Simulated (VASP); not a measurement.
# TaN (C2/m) in VASP: notebook

TaN is run at these levels: PBEsol; tasks: single point.

All numbers are computed with VASP 6.6.1; they aren't measurements. Logs are shortened: lines on timing, memory, paths and dates and some standing lists are left out, and cuts for length are marked.

### Step 1. The cell of the first run

The typed cell holds 2 atoms: a = 2.973 Å, b = 2.973 Å, c = 3.068 Å, α = 61.01°, β = 61.01°, γ = 90.00°.

### Step 2. Single point, PBEsol

File INCAR:

```
PREC     = Accurate       # precision mode
ENCUT    = 520            # plane-wave cutoff, eV
EDIFF    = 1E-6           # SCF threshold, eV
ISMEAR   = 0              # smearing method
SIGMA    = 0.1            # smearing width, eV
LREAL    = False          # projectors in reciprocal space
LASPH    = True           # aspherical terms in the spheres
NELM     = 60             # most SCF steps
ALGO     = Normal         # electronic algorithm
ISIF     = 2              # what is computed and relaxed
LWAVE    = False          # write WAVECAR
LCHARG   = False          # write CHGCAR
GGA      = PS             # functional
NBANDS   = 15             # bands
```

File KPOINTS:

```
Automatic mesh
0
Gamma
  12 12 15
```

File POSCAR:

```
TaN
1.0
    2.9726300281     -0.0000000201      0.0003453449
   -0.0000000201      2.9726300281      0.0003453449
    1.4865816883      1.4865816883      2.2340547804
Ta N
1 1
Direct
    0.0000000000      0.0000000000      0.0000000000
    0.5000000000      0.5000000000      0.0000000000
```

Potentials or basis: VASP PAW PBE potentials, release 64 (Ta_pv, N).

On the command line:

```sh
cat potpaw_PBE.64/Ta_pv/POTCAR potpaw_PBE.64/N/POTCAR > POTCAR
mpirun -np 1 vasp_std > vasp.out
```

OUTCAR:

```text
PREC = Accurate
   ENCUT = 520
   EDIFF = 1E-6
   ISMEAR = 0
   LREAL = False
   LASPH = True
   NELM = 60
   ISIF = 2
   GGA = PS

 ion  position               nearest neighbor table
   1  0.000  0.000  0.000-   2 2.10   2 2.10   2 2.10   2 2.10   2 2.23   2 2.23
   2  0.500  0.500  0.000-   1 2.10   1 2.10   1 2.10   1 2.10   1 2.23   1 2.23

  LATTYP: Found a base centered monoclinic cell.
 ALAT       =     4.2039337300
 B/A-ratio  =     1.0000000000
 C/A-ratio  =     0.7294813166
 COS(beta)  =    -0.6851758621

  Lattice vectors:

 A1 = (   2.9726300281,  -0.0000000201,   0.0003453449)
 A2 = (  -0.0000000201,   2.9726300281,   0.0003453449)
 A3 = (  -1.4860483197,  -1.4860483197,   2.2333640906)

Analysis of symmetry for initial positions (statically):
=====================================================================
 Subroutine PRICEL returns:
 Original cell was already a primitive cell.

 Routine SETGRP: Setting up the symmetry group for a
 base centered monoclinic supercell.

 Subroutine GETGRP returns: Found  4 space group operations
 (whereof  4 operations were pure point group operations)
 out of a pool of  4 trial point group operations.

The static configuration has the point symmetry C_2h.

Analysis of symmetry for dynamics (positions and initial velocities):
=====================================================================
 Subroutine PRICEL returns:
 Original cell was already a primitive cell.

 Routine SETGRP: Setting up the symmetry group for a
 base centered monoclinic supercell.

 Subroutine GETGRP returns: Found  4 space group operations
 (whereof  4 operations were pure point group operations)
 out of a pool of  4 trial point group operations.

The dynamic configuration has the point symmetry C_2h.

 Subroutine INISYM returns: Found  4 space group operations
 (whereof  4 operations are pure point group operations),
 and found     1 'primitive' translations

----------------------------------------------------------------------------------------

                                     Primitive cell

  volume of cell :      19.7382

  direct lattice vectors                    reciprocal lattice vectors
     2.972630028 -0.000000020  0.000345345     0.336428451  0.000026012 -0.223883071
    -0.000000020  2.972630028  0.000345345     0.000026012  0.336428451 -0.223883071
     1.486581688  1.486581688  2.234054780    -0.000052010 -0.000052010  0.447685814

  length of vectors
     2.972630048  2.972630048  3.067711035     0.404113515  0.404113515  0.447685820

  position of ions in fractional coordinates (direct lattice)
     0.000000000  0.000000000  0.000000000
     0.500000000  0.500000000  0.000000000

  ion indices of the primitive-cell ions
   primitive index   ion index
                 1           1
                 2           2

----------------------------------------------------------------------------------------

 KPOINTS: Automatic mesh

Automatic generation of k-mesh.
 Grid dimensions read from file:
 generate k-points for:   12   12   15

 Generating k-lattice:

  Cartesian coordinates                     Fractional coordinates (reciprocal lattice)
     0.028035704  0.000002168 -0.018656923     0.083333333 -0.000000000  0.000000000
     0.000002168  0.028035704 -0.018656923    -0.000000000  0.083333333  0.000000000
    -0.000003467 -0.000003467  0.029845721     0.000000000  0.000000000  0.066666667

  Length of vectors
     0.033676126  0.033676126  0.029845721

  Shift w.r.t. Gamma in fractional coordinates (k-lattice)
     0.000000000  0.000000000  0.000000000

 Subroutine IBZKPT returns following result:
 ===========================================

 Found    589 irreducible k-points:

 Following reciprocal coordinates:
            Coordinates               Weight
  0.000000  0.000000  0.000000      1.000000
  0.083333 -0.000000 -0.000000      4.000000
  0.166667 -0.000000 -0.000000      4.000000
  0.250000  0.000000 -0.000000      4.000000
  0.333333  0.000000 -0.000000      4.000000
  0.416667 -0.000000 -0.000000      4.000000
[... 16 lines left out ...]
  0.500000  0.166667 -0.000000      4.000000
 -0.416667  0.166667  0.000000      4.000000
 [... further k-points ...]
   k-points           NKPTS =    589   k-points in BZ     NKDIM =    589   number of bands    NBANDS=     15
   number of dos      NEDOS =    301   number of ions     NIONS =      2
   total plane-waves  NPLWV =  13824
   dimension x,y,z NGX =    24 NGY =   24 NGZ =   24
   dimension x,y,z NGXF=    48 NGYF=   48 NGZF=   48
   ions per type =               1   1
   NGX,Y,Z   is equivalent  to a cutoff of  13.42, 13.42, 13.01 a.u.
   NGXF,Y,Z  is equivalent  to a cutoff of  26.84, 26.84, 26.01 a.u.
 SYSTEM =  unknown system
   PREC   = accura    normal or accurate (medium, high low for compatibility)
   ISTART =      0    job   : 0-new  1-cont  2-samecut
   ICHARG =      2    charge: 1-file 2-atom 10-const
   ISPIN  =      1    spin polarized calculation?
   LNONCOLLINEAR =      F non collinear calculations
   LSORBIT =      F    spin-orbit coupling
   LASPH  =      T    aspherical Exc in radial PAW
   ENCUT  =  520.0 eV  38.22 Ry    6.18 a.u.   5.53  5.53  5.70*2*pi/ulx,y,z
   NELM   =     60;   NELMIN=  2; NELMDL= -5     # of ELM steps
   EDIFF  = 0.1E-05   stopping-criterion for ELM
   LREAL  =      F    real-space projection
   EDIFFG = 0.1E-04   stopping-criterion for IOM
   NSW    =      0    number of steps for IOM
   IBRION =     -1    ionic relax: 0-MD 1-quasi-New 2-CG
   NFREE  =      0    steps in history (QN), initial steepest desc. (CG)
   ISIF   =      2    stress and relaxation
   ISYM   =      2    0-nonsym 1-usesym 2-fastsym
   POTIM  = 0.5000    time-step for ionic-motion
   TEBEG  =    0.0;   TEEND  =   0.0 temperature during run
   PSTRESS=    0.0 pullay stress
   NELECT =      16.0000    total number of electrons
   NUPDOWN=      -1.0000    fix difference up-down
   EMIN   =  10.00;   EMAX   =-10.00  energy-range for DOS
   EFERMI =   0.00;   METHOD = LEGACY
   ISMEAR =     0;   SIGMA  =   0.10  broadening in eV -4-tet -1-fermi 0-gaus
   EFERMI_NEDOS =   21; number of points for ismear=-14 and -15
   IALGO  =     38    algorithm
   IMIX   =      4    mixing-type and parameters
     AMIX     =   0.40;   BMIX     =  1.00
     AMIX_MAG =   1.60;   BMIX_MAG =  1.00
  volume/ion in A,a.u.               =       9.87        66.60
  Fermi-wavevector in a.u.,A,eV,Ry     =   1.526436  2.884546 31.701682  2.330008
  Thomas-Fermi vector in A             =   2.634470
   LORBIT       =      0    0 simple, 1 ext, 2 COOP (PROOUT), +10 PAW based schemes
   GGA     = PS    functional components
   LHFCALC =     F    Hartree Fock is set to
   AEXX    =    0.0000 exact exchange contribution
   IVDW    =     0    specifies the selected vdW correction
   LEPSILON=     F    determine dielectric tensor
   LRPA    =     F    only Hartree local field effects (RPA)
 non-spin polarized calculation
 Gauss-broadening in eV      SIGMA  =   0.10
  energy-cutoff  :      520.00
  volume of cell :       19.74
 maximum number of plane-waves:       548
 NGX is ok and might be reduce to    24
   NGX = 11   NGY = 11   NGZ = 11

 number of electron      15.9999998 magnetization

 Free energy of the ion-electron system (eV)
  ---------------------------------------------------
  ext. energy  EPLUGINS =         0.00000000
  ---------------------------------------------------
  free energy    TOTEN  =       -23.00265463 eV

  energy without entropy =      -22.99967325  energy(sigma->0) =      -23.00116394

 E-fermi :  10.2017     XC(G=0): -13.9963

 val. band max:       10.1841544164   @ k =   0.4167   0.2500   0.0667
 cond. band min:      10.2028715148   @ k =  -0.1667   0.1667   0.0000
 fundamental gap:      0.0187170984
 Fermi energy:        10.2016788119

 k-point     1 :       0.0000    0.0000    0.0000
  band No.  band energies     occupation
      1     -25.3155      2.00000
      2     -25.2883      2.00000
      3     -25.2862      2.00000
      4      -9.2111      2.00000
      5       6.0063      2.00000
      6       6.3360      2.00000
      7       6.3368      2.00000
      8       7.3712      2.00000
      9       8.1933      2.00000
     10       8.1949      2.00000
     11       9.3550      2.00000
     12      10.7538      0.00000
     13      13.0066      0.00000
     14      19.6851      0.00000
     15      22.8192      0.00000

 k-point     2 :       0.0833   -0.0000   -0.0000
  band No.  band energies     occupation
      1     -25.3821      2.00000
      2     -25.3165      2.00000
      3     -25.2907      2.00000
      4      -9.0112      2.00000
      5       5.2414      2.00000
      6       5.5375      2.00000
      7       5.7161      2.00000
      8       7.8393      2.00000
      9       8.4378      2.00000
     10       8.4801      2.00000
     11      10.0919      1.87953
     12      11.5337      0.00000
     13      13.5013      0.00000
     14      20.2607      0.00000
     15      22.8188      0.00000

 k-point     3 :       0.1667   -0.0000   -0.0000
  band No.  band energies     occupation
      1     -25.6066      2.00000
      2     -25.3469      2.00000
      3     -25.3004      2.00000
      4      -8.4534      2.00000
      5       3.7398      2.00000
      6       4.3900      2.00000
      7       4.5916      2.00000
      8       8.6058      2.00000
      9       8.9267      2.00000
     10       9.0276      2.00000
     11      11.6483      0.00000
     12      13.2388      0.00000
     13      14.6708      0.00000
     14      21.7500      0.00000
     15      22.8176      0.00000
[... 343 lines left out ...]
 k-point    23 :       0.5000    0.1667   -0.0000
  band No.  band energies     occupation
      1     -26.3269      2.00000
      2     -25.5564      2.00000
      3     -25.4919      2.00000
      4      -6.2911      2.00000
      5       0.2416      2.00000
      6       2.5188      2.00000
      7       2.7270      2.00000
      8       9.5110      2.00000
      9      12.5112      0.00000
     10      13.1147      0.00000
     11      15.6011      0.00000
     12      17.0062      0.00000
     13      19.2536      0.00000
     14      21.7521      0.00000
     15      22.8683      0.00000

 k-point    24 :      -0.4167    0.1667    0.0000
  band No.  band energies     occupation
      1     -26.2189      2.00000
      2     -25.5162      2.00000
      3     -25.4869      2.00000
      4      -6.6566      2.00000
      5       0.6746      2.00000
      6       2.7074      2.00000
      7       3.2518      2.00000
      8       8.3103      2.00000
      9      12.7013      0.00000
     10      12.9120      0.00000
     11      14.1445      0.00000
     12      16.0998      0.00000
     13      19.3075      0.00000
     14      22.4678      0.00000
     15      22.9474      0.00000

 [... further k-points ...]

------------------------ aborting loop because EDIFF is reached ----------------------------------------

  FORCE on cell =-STRESS in cart. coord.  units (eV):
  Direction    XX          YY          ZZ          XY          YZ          ZX
  --------------------------------------------------------------------------------------
  -------------------------------------------------------------------------------------
  Total        5.3424134      5.3424134      0.1351906     -0.0132946      0.0005607      0.0005608
  in kB      433.6503351    433.6503351     10.9735851     -1.0791353      0.0455165      0.0455171
  external PRESSURE =     292.7580851 kB  Pullay stress =       0.0000000 kB

 VOLUME and BASIS-vectors are now :
 -----------------------------------------------------------------------------
  energy-cutoff  :      520.00
  volume of cell :       19.74
      direct lattice vectors                 reciprocal lattice vectors
     2.972630028 -0.000000020  0.000345345     0.336428451  0.000026012 -0.223883071
    -0.000000020  2.972630028  0.000345345     0.000026012  0.336428451 -0.223883071
     1.486581688  1.486581688  2.234054780    -0.000052010 -0.000052010  0.447685814

 POSITION                                       TOTAL-FORCE (eV/Angst)
 -----------------------------------------------------------------------------------
      0.00000      0.00000      0.00000         0.000000     -0.000000      0.000000
      1.48632      1.48632      0.00035        -0.000000      0.000000      0.000000
 -----------------------------------------------------------------------------------
    total drift:                               -0.000000     -0.000000     -0.000000

  FREE ENERGIE OF THE ION-ELECTRON SYSTEM (eV)
  ---------------------------------------------------
  free  energy   TOTEN  =       -23.0026546317 eV

  energy  without entropy=      -22.9996732548  energy(sigma->0) =      -23.00116394
```

Run time: 85 s. Hardware: 1 thread of Intel Xeon Platinum 8259CL at 2.50GHz (Skylake/Cascade Lake), shared host; peak memory 0.29 GiB.

Results:

```yaml
Free_energy: -23.0027 eV
Pressure: 29.3 GPa
Band_gap_on_the_k_mesh: zero (bands 8 and 9 overlap by 4.02 eV)
```

Caveat: the cell stands under pressure; the PAW data sets were made with another functional, which shifts forces and pressure a little; spin-orbit coupling is left out, which moves the levels of the heavy elements.

### Step 3. Single point, PBEsol

File INCAR:

```
SYSTEM = TaN
PREC = Accurate
ENCUT = 520
EDIFF = 1E-6
ISMEAR = 0
SIGMA = 0.1
LREAL = .False.
LASPH = .True.
NELM = 60
ALGO = Normal
ISIF = 2
LWAVE = .False.
LCHARG = .True.
GGA = PS
LELF = .True.
LVHAR = .True.
ISYM = 0
NBANDS = 15
```

File KPOINTS:

```
Automatic mesh
0
Gamma
  12 12 15
  0 0 0
```

POSCAR is that of step 2.

Potentials or basis: VASP PAW PBE potentials, release 64 (Ta_pv, N).

On the command line:

```sh
cat potpaw_PBE.64/Ta_pv/POTCAR potpaw_PBE.64/N/POTCAR > POTCAR
mpirun -np 1 vasp_std > vasp.out
```

It took 2.5 min on 1 thread of Intel Xeon Platinum 8259CL at 2.50GHz (Skylake/Cascade Lake), shared host; peak memory 0.42 GiB.

It converged, with:

```
Free energy            : -23.0027 eV
Pressure               : 29.3 GPa
Band gap on the k mesh : zero (bands 8 and 9 overlap by 4.02 eV)
```

Stress tensor (GPa, compression positive):
```
43.36 -0.11  0.00
-0.11 43.36  0.00
 0.00  0.00  1.10
```

Levels at points of the mesh, in eV from the Fermi level:
```csv
k point,band 6,band 7,band 8,band 9,band 10,band 11
"(0.00, 0.00, 0.00)",-3.87,-3.86,-2.83,-2.01,-2.01,-0.85
"(0.50, 0.00, 0.00)",-8.19,-8.13,2.01,2.25,2.58,4.04
"(0.00, 0.50, 0.00)",-8.19,-8.13,2.01,2.25,2.58,4.04
"(0.50, 0.50, 0.00)",-6.01,-5.00,-4.68,2.18,3.53,4.53
```

Caveat: the cell stands under pressure; the PAW data sets were made with another functional, which shifts forces and pressure a little; spin-orbit coupling is left out, which moves the levels of the heavy elements.
